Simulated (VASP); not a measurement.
# B25N23 (a cell with a defect) in VASP: a series of runs, part 2 of 2

VASP 6.6.1. Earlier steps stand in the parts before.

## (4) Single point, PBE, collinear spin

INCAR

```
ALGO = Normal
EDIFF = 1E-6
ENCUT = 520
GGA = PE
ISIF = 2
ISMEAR = 0
ISPIN = 2
LASPH = T
LCHARG = T
LELF = T
LORBIT = 11
LREAL = Auto
LVHAR = T
LWAVE = F
MAGMOM = 0.25 0 0 0 0.25 0 0 0 0.25 0 0 0 0 0 0 0 0 0 0 0 0 0 0 0 0.25 0 0 0 0 0 0 0 0 0 0 0 0 0 0 0 0 0 0 0 0 0 0 0
NBANDS = 129
NELECT = 191.0
NELM = 150
PREC = Accurate
SIGMA = 0.01
```

KPOINTS

```
k-points
0
Gamma
  1 1 1
```

POSCAR

```
B25N23
1.0
    0.0000000000      0.0000000000      8.3612643056
   -0.0000000001     -8.7023025812      0.0000000000
    7.5364151068      4.3511512905      0.0000000000
B N
25 23
Direct
    0.0000000000      0.6666666667      0.3445902246
    0.0000000000      0.3347206933      0.1666666667
    0.0000000000      0.4993081146      0.5029591589
    0.0000000000      0.1703177109      0.3340252187
    0.0000000000      0.8445902246      0.1666666667
    0.0000000000      0.6666666667      0.8347206933
    0.0000000000      0.3303741745      0.6630156225
    0.0000000000     -0.0013873600      0.4986126400
    0.0000000000      0.4887431087     -0.0112568913
    0.0000000000      0.1630156225      0.8303741745
    0.0000000000      0.8340252187      0.6703177109
    0.0000000000      0.0029591589     -0.0006918854
    0.5000000000      0.6666666667      0.1666666667
    0.5000000000      0.3335998134      1.0002774633
    0.5000000000      0.4999890168      0.3330558700
    0.5000000000      0.1664896113      0.1666666667
    0.5000000000      0.8330558700     -0.0000109832
    0.5000000000      0.6666666667      0.6664896113
    0.5000000000      0.3333333333      0.5000000000
    0.5000000000     -0.0002664801      0.3333443166
    0.5000000000      0.5002774633      0.8335998134
    0.5000000000      0.1668437220      0.6668437220
    0.5000000000      0.8333443166      0.4997335199
    0.5000000000      0.0000000000      0.8333333333
    0.0000000000      0.6666666667      0.1666666667
    0.0000000000      0.3253066874      0.9947134518
    0.0000000000      0.4972599022      0.3386198816
    0.0000000000      0.1684996798      0.1666666667
    0.0000000000      0.8386198816     -0.0027400978
    0.0000000000      0.6666666667      0.6684996798
    0.0000000000      0.3333333333      0.5000000000
    0.0000000000      0.0080266460      0.3360734311
    0.0000000000      0.4947134518      0.8253066874
    0.0000000000      0.1648336535      0.6648336535
    0.0000000000      0.8360734311      0.5080266460
    0.0000000000      0.0000000000      0.8333333333
    0.5000000000      0.8335253263      0.3335253263
    0.5000000000      0.4998080070      0.1666666667
    0.5000000000      0.6666666667      0.4999386712
    0.5000000000      0.3332540568      0.3333138444
    0.5000000000     -0.0000613288      0.1666666667
    0.5000000000      0.8333138444      0.8332540568
    0.5000000000      0.5000194890      0.6666068791
    0.5000000000      0.1667264542      0.5000792766
    0.5000000000      0.6666666667     -0.0001919930
    0.5000000000      0.3333946621      0.8333946621
    0.5000000000      0.0000792766      0.6667264542
    0.5000000000      0.1666068791      1.0000194890
```

Run with:

```console
$ cat potpaw_PBE.64/B/POTCAR potpaw_PBE.64/N/POTCAR > POTCAR
$ mpirun -np 1 vasp_gam > vasp.out
```

Wall time 12 min (1 thread of AMD EPYC 7R43 (Zen 3), shared host); peak memory 0.83 GiB.

The run converged. Its results:

- Free energy: -409.1243 eV
- Largest force: 0.017 eV/Å
- Net moment: 1.00 μB per cell
- Site moments: B +0.03, +0.01, -0.00, +0.00, +0.19 (each value once); N +0.02, +0.01, +0.00, -0.00 (each value once) μB
- Valence electrons inside the program's atomic spheres: B 2.21, 2.15, 2.23, 2.14, 2.36 (each value once); N 4.03, 4.06, 4.02 (each value once)

Forces on the atoms (eV/Å):
```
B   -0.002 -0.001  0.000
B    0.000 -0.016  0.000
B    0.009  0.002  0.000
B   -0.002 -0.009  0.000
B    0.000  0.002  0.000
B    0.014  0.008  0.000
B   -0.006  0.006  0.000
B   -0.014  0.008  0.000
B    0.002 -0.001  0.000
B   -0.009  0.002  0.000
B    0.006  0.006  0.000
B    0.002 -0.009  0.000
B    0.000  0.000  0.000
B   -0.001  0.001  0.000
B    0.001  0.001  0.000
B    0.000  0.000  0.000
B    0.000 -0.001  0.000
B    0.000  0.000  0.000
B    0.000  0.000  0.000
B    0.000 -0.001  0.000
B   -0.001  0.000  0.000
B    0.000  0.000  0.000
B    0.001  0.000  0.000
B    0.000  0.000  0.000
B    0.000  0.000  0.000
N    0.015 -0.003  0.000
N   -0.015 -0.003  0.000
N    0.000  0.017  0.000
N   -0.005  0.014  0.000
N   -0.014 -0.008  0.000
N    0.000  0.000  0.000
N    0.005  0.014  0.000
N    0.010 -0.011  0.000
N    0.014 -0.008  0.000
N   -0.010 -0.011  0.000
N    0.000  0.000  0.000
N   -0.001  0.000  0.000
N    0.000 -0.001  0.000
N    0.000  0.000  0.000
N    0.000  0.000  0.000
N    0.000  0.001  0.000
N    0.000  0.000  0.000
N    0.000  0.000  0.000
N    0.000  0.000  0.000
N    0.001  0.000  0.000
N    0.000  0.000  0.000
N    0.000  0.000  0.000
N    0.000  0.000  0.000
```

Levels at points of the mesh, in eV from the Fermi level:
Spin up:
```
           k point  band 93  band 94  band 95  band 96  band 97  band 98  band 99  band 100
(0.00, 0.00, 0.00)    -2.45    -1.28    -1.28    -0.12     1.16     1.17     1.29      1.29
```
Spin down:
```
           k point  band 91  band 92  band 93  band 94  band 95  band 96  band 97  band 98  band 99  band 100
(0.00, 0.00, 0.00)    -3.30    -3.00    -2.40    -1.12    -1.12     0.58     1.17     1.18     1.29      1.29
```

Caveat: the k points lie up to 0.83 Å⁻¹ apart, too coarse for converged energies, forces and pressures; the cell carries a net charge on a neutralising background, which shifts energy and pressure; the cell is charged against a uniform background, so pressure and absolute levels hang on convention.

## (5) Relaxation of the atoms, PBE

INCAR

```
PREC = Accurate
ENCUT = 520
EDIFF = 1E-6
ISMEAR = 0
SIGMA = 0.01
LREAL = Auto
LASPH = T
NELM = 60
ALGO = Normal
ISIF = 2
LWAVE = F
LCHARG = F
GGA = PE
IBRION = 2
NSW = 65
EDIFFG = -0.025
```

KPOINTS

```
regular mesh
0
Gamma
  1 1 1
```

POSCAR

```
B25N23
1.0
    0.0000000000      0.0000000000      8.3612643056
   -0.0000000001     -8.7023025812      0.0000000000
    7.5364151068      4.3511512905      0.0000000000
B N
25 23
Direct
    0.0000000000      0.6666666667      0.3333333333
    0.0000000000      0.3333333333      0.1666666667
    0.0000000000      0.5000000000      0.5000000000
    0.0000000000      0.1666666667      0.3333333333
    0.0000000000      0.8333333333      0.1666666667
    0.0000000000      0.6666666667      0.8333333333
    0.0000000000      0.3333333333      0.6666666667
    0.0000000000      0.0000000000      0.5000000000
    0.0000000000      0.5000000000      0.0000000000
    0.0000000000      0.1666666667      0.8333333333
    0.0000000000      0.8333333333      0.6666666667
    0.0000000000      0.0000000000      0.0000000000
    0.5000000000      0.6666666667      0.1666666667
    0.5000000000      0.3333333333      1.0000000000
    0.5000000000      0.5000000000      0.3333333333
    0.5000000000      0.1666666667      0.1666666667
    0.5000000000      0.8333333333      0.0000000000
    0.5000000000      0.6666666667      0.6666666667
    0.5000000000      0.3333333333      0.5000000000
    0.5000000000      0.0000000000      0.3333333333
    0.5000000000      0.5000000000      0.8333333333
    0.5000000000      0.1666666667      0.6666666667
    0.5000000000      0.8333333333      0.5000000000
    0.5000000000      0.0000000000      0.8333333333
    0.0000000000      0.6666666667      0.1666666667
    0.0000000000      0.3333333333      1.0000000000
    0.0000000000      0.5000000000      0.3333333333
    0.0000000000      0.1666666667      0.1666666667
    0.0000000000      0.8333333333      0.0000000000
    0.0000000000      0.6666666667      0.6666666667
    0.0000000000      0.3333333333      0.5000000000
    0.0000000000      0.0000000000      0.3333333333
    0.0000000000      0.5000000000      0.8333333333
    0.0000000000      0.1666666667      0.6666666667
    0.0000000000      0.8333333333      0.5000000000
    0.0000000000      0.0000000000      0.8333333333
    0.5000000000      0.8333333333      0.3333333333
    0.5000000000      0.5000000000      0.1666666667
    0.5000000000      0.6666666667      0.5000000000
    0.5000000000      0.3333333333      0.3333333333
    0.5000000000      0.0000000000      0.1666666667
    0.5000000000      0.8333333333      0.8333333333
    0.5000000000      0.5000000000      0.6666666667
    0.5000000000      0.1666666667      0.5000000000
    0.5000000000      0.6666666667      0.0000000000
    0.5000000000      0.3333333333      0.8333333333
    0.5000000000      0.0000000000      0.6666666667
    0.5000000000      0.1666666667      1.0000000000
```

Run with:

```console
$ cat potpaw_PBE.64/B/POTCAR potpaw_PBE.64/N/POTCAR > POTCAR
$ mpirun -np 1 vasp_gam > vasp.out
```

Wall time 37 min (1 thread of AMD EPYC 7R43 (Zen 3), shared host); peak memory 0.63 GiB.

It converged, with:

```
Free energy                  : -412.2866 eV
Energy gained by relaxing    : 27.0 meV/atom
Ionic steps                  : 13
Pressure after relaxing      : 5.0 GPa
Largest force after relaxing : 0.010 eV/Å
Band gap on the k mesh       : 1.66 eV
```

Forces on the atoms (eV/Å):
```
B   -0.005 -0.003  0.000
B    0.000  0.005  0.000
B   -0.007 -0.004  0.000
B    0.000  0.008  0.000
B    0.000  0.005  0.000
B   -0.004 -0.002  0.000
B    0.007 -0.004  0.000
B    0.004 -0.002  0.000
B    0.005 -0.003  0.000
B    0.007 -0.004  0.000
B   -0.007 -0.004  0.000
B    0.000  0.008  0.000
B    0.000  0.000  0.000
B   -0.001  0.000  0.000
B    0.001  0.000  0.000
B    0.000  0.000  0.000
B    0.000 -0.001  0.000
B    0.000  0.000  0.000
B    0.000  0.000  0.000
B    0.000 -0.001  0.000
B   -0.001  0.001  0.000
B    0.000  0.000  0.000
B    0.001  0.001  0.000
B    0.000  0.000  0.000
B    0.000  0.000  0.000
N   -0.010 -0.004  0.000
N    0.010 -0.004  0.000
N    0.000 -0.010  0.000
N    0.008 -0.007  0.000
N    0.009  0.005  0.000
N    0.000  0.000  0.000
N   -0.008 -0.007  0.000
N   -0.002  0.010  0.000
N   -0.009  0.005  0.000
N    0.002  0.010  0.000
N    0.000  0.000  0.000
N    0.000  0.000  0.000
N    0.000  0.000  0.000
N    0.000  0.000  0.000
N    0.001  0.000  0.000
N    0.000  0.000  0.000
N    0.000 -0.001  0.000
N   -0.001  0.000  0.000
N    0.000 -0.001  0.000
N    0.000  0.000  0.000
N    0.000  0.000  0.000
N    0.001  0.000  0.000
N   -0.001  0.000  0.000
```

Stress tensor (GPa, compression positive):
```
7.32 0.00 0.00
0.00 7.32 0.00
0.00 0.00 0.31
```

Step by step:
```csv
step,energy change (eV),largest force (eV/Å),pressure (GPa)
1,0.0000,5.9985,4.92
2,1.3613,8.4512,6.63
3,-1.0145,1.6027,4.99
4,-1.0646,2.0191,5.10
5,-1.2354,0.7937,4.98
6,-1.2009,1.1897,5.04
7,-1.2786,0.2538,4.98
8,-1.2877,0.3554,5.01
9,-1.2887,0.2908,5.00
10,-1.2955,0.0667,4.98
11,-1.2959,0.0686,4.98
12,-1.2950,0.1327,4.99
13,-1.2963,0.0105,4.98
```

Final structure:
```
B N
1.0
     0.00000    0.00000    8.36126
     0.00000   -8.70230    0.00000
     7.53642    4.35115    0.00000
B N
25 23
Direct
  0.00000 0.66667 0.34820
  0.00000 0.33478 0.16667
  0.00000 0.49930 0.50413
  0.00000 0.17149 0.33403
  0.00000 0.84820 0.16667
  0.00000 0.66667 0.83478
  0.00000 0.32921 0.66184
  0.00000 0.99856 0.49856
  0.00000 0.48514 0.98514
  0.00000 0.16184 0.82921
  0.00000 0.83403 0.67149
  0.00000 0.00413 0.99930
  0.50000 0.66667 0.16667
  0.50000 0.33335 0.99999
  0.50000 0.50002 0.33334
  0.50000 0.16667 0.16667
  0.50000 0.83334 0.00002
  0.50000 0.66667 0.66667
  0.50000 0.33333 0.50000
  0.50000 0.99998 0.33331
  0.50000 0.49999 0.83335
  0.50000 0.16666 0.66666
  0.50000 0.83331 0.49998
  0.50000 0.00000 0.83333
  0.00000 0.66667 0.16667
  0.00000 0.32551 0.99380
  0.00000 0.49838 0.33954
  0.00000 0.16981 0.16667
  0.00000 0.83954 0.99838
  0.00000 0.66667 0.66981
  0.00000 0.33333 0.50000
  0.00000 0.00782 0.33495
  0.00000 0.49380 0.82551
  0.00000 0.16353 0.66353
  0.00000 0.83495 0.50782
  0.00000 0.00000 0.83333
  0.50000 0.83332 0.33332
  0.50000 0.50001 0.16667
  0.50000 0.66667 0.50001
  0.50000 0.33334 0.33333
  0.50000 0.00001 0.16667
  0.50000 0.83333 0.83334
  0.50000 0.50000 0.66667
  0.50000 0.16666 0.49999
  0.50000 0.66667 0.00001
  0.50000 0.33333 0.83333
  0.50000 0.99999 0.66666
  0.50000 0.16667 0.00000
```

Levels at points of the mesh, in eV from the valence-band top:
| k point | band 93 | band 94 | band 95 | band 96 | band 97 | band 98 |
| --- | --- | --- | --- | --- | --- | --- |
| (0.00, 0.00, 0.00) | -0.66 | 0.00 | 0.00 | 1.66 | 3.74 | 3.92 |

Caveat: the k points lie up to 0.83 Å⁻¹ apart, too coarse for converged energies, forces and pressures.
